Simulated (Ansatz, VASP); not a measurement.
**Two plane-wave programs on Ga**

```xyz
2
Lattice="-2.5845 2.3907 1.4294 2.3907 -2.5845 1.4294 3.0473 3.0473 -1.7844" Properties=species:S:1:pos:R:3 pbc="T T T"
Ga   -2.5311    2.3373    1.4294
Ga    0.1295    2.7239    0.5372
```

Alike in both runs: task single point; functional revPBE; k mesh 15 × 15 × 9; occupations fermi-dirac, width 0.1 eV; no spin polarisation.

```csv
,VASP,Ansatz
version,VASP 6.6.1,Ansatz 0.2.0
potentials or method,"VASP PAW PBE potentials, release 64 (Ga_d), cutoff 520 eV","plane waves (420 eV) with PAW, scalar-relativistic"
valence electrons in the cell,26,26
```

|  | VASP | Ansatz | Ansatz less VASP |
| --- | --- | --- | --- |
| pressure (GPa) | -1.2 | -1.4 | -0.16 |
| traceless stress, the component that is largest in VASP (GPa) | -0.30 | -0.31 | -0.005 |

VASP's potentials were made for PBE, not for revPBE. With one functional, cell and mesh, what is left measures potentials, basis and numerics.
